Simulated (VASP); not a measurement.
# HfO2 (P-3m1) in VASP: notebook, part 2 of 2

VASP 6.6.1. Earlier steps stand in the parts before.

## (4) Single point, PBE (the distance across one plane changed)

Contents of INCAR:

```
SYSTEM = HfO2
PREC = Accurate
ENCUT = 520
EDIFF = 1E-6
ISMEAR = 0
SIGMA = 0.05
LREAL = .FALSE.
LASPH = .TRUE.
NELM = 60
ALGO = Normal
ISIF = 2
LWAVE = .FALSE.
LCHARG = .TRUE.
GGA = PE
LELF = .TRUE.
LVHAR = .TRUE.
NBANDS = 43
```

Contents of KPOINTS:

```
regular mesh
0
G
  7 7 3
  0 0 0
```

Contents of POSCAR:

```
HfO2
1.0
    2.5488057606     -2.5488057606      0.0000000000
    2.5488057606      0.0000000000     -2.5488057606
    8.5617131363      8.5617131363      8.5617131363
Hf O
3 6
Direct
    0.0000000000      0.0000000000      0.4961734286
    0.3333333333      0.3333333333      0.2977080264
    0.6666666667      0.6666666667      0.0992426243
    0.6666666667      0.6666666667      0.2480916759
    1.0000000000      0.0000000000      0.0496262738
    0.3333333333      0.3333333333      0.4465570780
    0.6666666667      0.6666666667      0.5457897791
    1.0000000000      1.0000000000      0.3473243770
    0.3333333333      0.3333333333      0.1488589749
```

Potentials or basis: VASP PAW PBE potentials, release 64 (Hf_pv, O).

The run is started by

```
cat potpaw_PBE.64/Hf_pv/POTCAR potpaw_PBE.64/O/POTCAR > POTCAR
mpirun -np 1 vasp_std > vasp.out
```

OUTCAR:

```text
SYSTEM = HfO2
   PREC = Accurate
   ENCUT = 520
   EDIFF = 1E-6
   ISMEAR = 0
   LREAL = .FALSE.
   LASPH = .TRUE.
   NELM = 60
   ISIF = 2
   GGA = PE

 ion  position               nearest neighbor table
   1  0.000  0.000  0.496-   7 2.21   7 2.21   7 2.21   6 2.21   8 2.21   6 2.21   6 2.21   2 3.60
                             2 3.60   2 3.60
   2  0.333  0.333  0.298-   9 2.21   4 2.21   4 2.21   8 2.21   6 2.21   4 2.21   8 2.21   8 2.21
                             3 3.60   3 3.60   3 3.60   1 3.60   1 3.60   1 3.60
   3  0.667  0.667  0.099-   5 2.21   5 2.21   5 2.21   9 2.21   9 2.21   4 2.21   9 2.21   2 3.60
                             2 3.60   2 3.60
   4  0.667  0.667  0.248-   2 2.21   2 2.21   3 2.21   2 2.21
   5  0.000  0.000  0.050-   3 2.21   3 2.21   3 2.21
   6  0.333  0.333  0.447-   1 2.21   2 2.21   1 2.21   1 2.21
   7  0.667  0.667  0.546-   1 2.21   1 2.21   1 2.21
   8  0.000  0.000  0.347-   2 2.21   1 2.21   2 2.21   2 2.21
   9  0.333  0.333  0.149-   2 2.21   3 2.21   3 2.21   3 2.21

  LATTYP: Found a hexagonal cell.
 ALAT       =     3.6045556745
 C/A-ratio  =     4.1140499665

  Lattice vectors:

 A1 = (  -2.5488057606,   0.0000000000,   2.5488057606)
 A2 = (   2.5488057606,  -2.5488057606,   0.0000000000)
 A3 = (   8.5617131363,   8.5617131363,   8.5617131363)

Analysis of symmetry for initial positions (statically):
=====================================================================
 Subroutine PRICEL returns:
 Original cell was already a primitive cell.

 Routine SETGRP: Setting up the symmetry group for a
 hexagonal supercell.

 Subroutine GETGRP returns: Found 12 space group operations
 (whereof  6 operations were pure point group operations)
 out of a pool of 24 trial point group operations.

The static configuration has the point symmetry C_3v.
 The point group associated with its full space group is D_3d.

Analysis of symmetry for dynamics (positions and initial velocities):
=====================================================================
 Subroutine PRICEL returns:
 Original cell was already a primitive cell.

 Routine SETGRP: Setting up the symmetry group for a
 hexagonal supercell.

 Subroutine GETGRP returns: Found 12 space group operations
 (whereof  6 operations were pure point group operations)
 out of a pool of 24 trial point group operations.

The dynamic configuration has the point symmetry C_3v.
 The point group associated with its full space group is D_3d.

 Subroutine INISYM returns: Found 12 space group operations
 (whereof  6 operations are pure point group operations),
 and found     1 'primitive' translations

----------------------------------------------------------------------------------------

                                     Primitive cell

  volume of cell :     166.8612

  direct lattice vectors                    reciprocal lattice vectors
     2.548805761 -2.548805761  0.000000000     0.130780202 -0.261560405  0.130780202
     2.548805761  0.000000000 -2.548805761     0.130780202  0.130780202 -0.261560405
     8.561713136  8.561713136  8.561713136     0.038933018  0.038933018  0.038933018

  length of vectors
[... 55 lines left out ...]
  0.285714  0.000000  0.000000      6.000000
  0.428571  0.000000  0.000000      6.000000
  0.285714  0.142857 -0.000000      6.000000
  0.428571  0.142857 -0.000000     12.000000
[... 12 lines left out ...]
 -0.428571  0.142857  0.333333     12.000000
 -0.428571  0.285714  0.333333     12.000000
   k-points           NKPTS =     20   k-points in BZ     NKDIM =     20   number of bands    NBANDS=     43
   number of dos      NEDOS =    301   number of ions     NIONS =      9
   total plane-waves  NPLWV =  87808
   dimension x,y,z NGX =    28 NGY =   28 NGZ =  112
   dimension x,y,z NGXF=    56 NGYF=   56 NGZF=  224
   ions per type =               3   6
   NGX,Y,Z   is equivalent  to a cutoff of  12.91, 12.91, 12.56 a.u.
   NGXF,Y,Z  is equivalent  to a cutoff of  25.83, 25.83, 25.11 a.u.
 SYSTEM =  HfO2
   PREC   = accura    normal or accurate (medium, high low for compatibility)
   ISTART =      0    job   : 0-new  1-cont  2-samecut
   ICHARG =      2    charge: 1-file 2-atom 10-const
   ISPIN  =      1    spin polarized calculation?
   LNONCOLLINEAR =      F non collinear calculations
   LSORBIT =      F    spin-orbit coupling
   LASPH  =      T    aspherical Exc in radial PAW
   ENCUT  =  520.0 eV  38.22 Ry    6.18 a.u.   6.70  6.70 27.57*2*pi/ulx,y,z
   NELM   =     60;   NELMIN=  2; NELMDL= -5     # of ELM steps
   EDIFF  = 0.1E-05   stopping-criterion for ELM
   LREAL  =      F    real-space projection
   EDIFFG = 0.1E-04   stopping-criterion for IOM
   NSW    =      0    number of steps for IOM
   IBRION =     -1    ionic relax: 0-MD 1-quasi-New 2-CG
   NFREE  =      0    steps in history (QN), initial steepest desc. (CG)
   ISIF   =      2    stress and relaxation
   ISYM   =      2    0-nonsym 1-usesym 2-fastsym
   POTIM  = 0.5000    time-step for ionic-motion
   TEBEG  =    0.0;   TEEND  =   0.0 temperature during run
   PSTRESS=    0.0 pullay stress
   NELECT =      66.0000    total number of electrons
   NUPDOWN=      -1.0000    fix difference up-down
   EMIN   =  10.00;   EMAX   =-10.00  energy-range for DOS
   EFERMI =   0.00;   METHOD = LEGACY
   ISMEAR =     0;   SIGMA  =   0.05  broadening in eV -4-tet -1-fermi 0-gaus
   EFERMI_NEDOS =   21; number of points for ismear=-14 and -15
   IALGO  =     38    algorithm
   IMIX   =      4    mixing-type and parameters
     AMIX     =   0.40;   BMIX     =  1.00
     AMIX_MAG =   1.60;   BMIX_MAG =  1.00
  volume/ion in A,a.u.               =      18.54       125.12
  Fermi-wavevector in a.u.,A,eV,Ry     =   1.201723  2.270927 19.648690  1.444138
  Thomas-Fermi vector in A             =   2.337524
   LORBIT       =      0    0 simple, 1 ext, 2 COOP (PROOUT), +10 PAW based schemes
   GGA     = PE    functional components
   LHFCALC =     F    Hartree Fock is set to
   AEXX    =    0.0000 exact exchange contribution
   IVDW    =     0    specifies the selected vdW correction
   LEPSILON=     F    determine dielectric tensor
   LRPA    =     F    only Hartree local field effects (RPA)
 non-spin polarized calculation
 Gauss-broadening in eV      SIGMA  =   0.05
  energy-cutoff  :      520.00
  volume of cell :      166.86
 maximum number of plane-waves:      4523
   NGX = 13   NGY = 13   NGZ = 55

 number of electron      65.9999999 magnetization

 Free energy of the ion-electron system (eV)
  ---------------------------------------------------
  ext. energy  EPLUGINS =         0.00000000
  ---------------------------------------------------
  free energy    TOTEN  =       -89.35605776 eV

  energy without entropy =      -89.35605776  energy(sigma->0) =      -89.35605776

 E-fermi :   0.0114     XC(G=0):  -7.9431

 val. band max:       -0.2753688304   @ k =   0.4286   0.4286   0.3333
 cond. band min:       3.8929157856   @ k =   0.0000   0.0000   0.0000
 fundamental gap:      4.1682846160
 Fermi energy:         0.0113790549

 k-point     1 :       0.0000    0.0000    0.0000
  band No.  band energies     occupation
      1     -30.3155      2.00000
      2     -30.2250      2.00000
      3     -30.0131      2.00000
      4     -29.9712      2.00000
      5     -29.9712      2.00000
      6     -29.8732      2.00000
[... 909 lines left out ...]
     42       6.9112      0.00000
     43       6.9676      0.00000

------------------------ aborting loop because EDIFF is reached ----------------------------------------

  FORCE on cell =-STRESS in cart. coord.  units (eV):
  Direction    XX          YY          ZZ          XY          YZ          ZX
  --------------------------------------------------------------------------------------
  -------------------------------------------------------------------------------------
  Total       -7.7057578     -7.7057578     -7.7057578      2.1307414      2.1307414      2.1307414
  in kB      -73.9895747    -73.9895747    -73.9895747     20.4590718     20.4590718     20.4590718
  external PRESSURE =     -73.9895747 kB  Pullay stress =       0.0000000 kB

 VOLUME and BASIS-vectors are now :
 -----------------------------------------------------------------------------
  energy-cutoff  :      520.00
  volume of cell :      166.86
      direct lattice vectors                 reciprocal lattice vectors
     2.548805761 -2.548805761  0.000000000     0.130780202 -0.261560405  0.130780202
     2.548805761  0.000000000 -2.548805761     0.130780202  0.130780202 -0.261560405
     8.561713136  8.561713136  8.561713136     0.038933018  0.038933018  0.038933018

 POSITION                                       TOTAL-FORCE (eV/Angst)
 -----------------------------------------------------------------------------------
      4.24809      4.24809      4.24809        -0.607242     -0.607242     -0.607242
      4.24809      1.69929      1.69929         0.000000     -0.000000     -0.000000
      4.24809     -0.84952     -0.84952         0.607242      0.607242      0.607242
      5.52250      0.42489      0.42489        -0.233825     -0.233825     -0.233825
      0.42489      0.42489      0.42489        -0.284644     -0.284644     -0.284644
      5.52250      2.97369      2.97369        -0.174597     -0.174597     -0.174597
      8.07130      2.97369      2.97369         0.284644      0.284644      0.284644
      2.97369      2.97369      2.97369         0.233825      0.233825      0.233825
      2.97369      0.42489      0.42489         0.174597      0.174597      0.174597
 -----------------------------------------------------------------------------------
    total drift:                                0.000025      0.000025      0.000025

  FREE ENERGIE OF THE ION-ELECTRON SYSTEM (eV)
  ---------------------------------------------------
  free  energy   TOTEN  =       -89.3560577613 eV

  energy  without entropy=      -89.3560577613  energy(sigma->0) =      -89.35605776
```

Run time: 6.8 min. Hardware: 1 thread of Intel Xeon 8259CL, shared host; peak memory 0.34 GiB.

What came out:

| Item | Value |
| --- | --- |
| Free energy | -89.3561 eV |
| Pressure | -7.4 GPa |
| Largest force | 1.052 eV/Å |
| Band gap on the k mesh | 4.17 eV (least direct gap 4.22 eV) |

Forces on the atoms (eV/Å):
```
Hf  -0.607 -0.607 -0.607
Hf   0.000  0.000  0.000
Hf   0.607  0.607  0.607
O   -0.234 -0.234 -0.234
O   -0.285 -0.285 -0.285
O   -0.175 -0.175 -0.175
O    0.285  0.285  0.285
O    0.234  0.234  0.234
O    0.175  0.175  0.175
```

Caveat: the cell differs from its parent crystal (the distance across one plane changed); the cell stands under tension; spin-orbit coupling is left out, which moves the levels of the heavy elements; an odd mesh through Γ misses points on the zone boundary, where band edges can lie; forces of over 1 eV/Å act on the atoms, so gaps and moduli don't describe the material at rest.

## (5) The runs side by side

| cell | gap on the mesh (eV) | pressure (GPa) | largest force (eV/Å) |
| --- | --- | --- | --- |
| a = 3.605, b = 3.605, c = 11.829 Å, angles 90.0, 90.0, 60.0°, 9 atoms | 4.16 | -9.3 | 1.04 |
| a = 3.605, b = 3.605, c = 13.329 Å, angles 90.0, 90.0, 60.0°, 9 atoms | 4.17 | -8.2 | 1.05 |
| a = 3.605, b = 3.605, c = 14.829 Å, angles 90.0, 90.0, 60.0°, 9 atoms | 4.17 | -7.4 | 1.05 |

Alike in all rows: task single point; level PBE; potentials or basis VASP PAW PBE potentials, release 64 (Hf_pv, O); no spin polarisation; k mesh 7 × 7 × 3; cutoff (eV) 520; smearing gaussian 0.05 eV.

Caveats: the cell stands under tension; spin-orbit coupling is left out, which moves the levels of the heavy elements; an odd mesh through Γ misses points on the zone boundary, where band edges can lie; forces of over 1 eV/Å act on the atoms, so gaps and moduli don't describe the material at rest.

Total energies depend on the potentials used, so only differences within one code and one set of settings carry meaning.
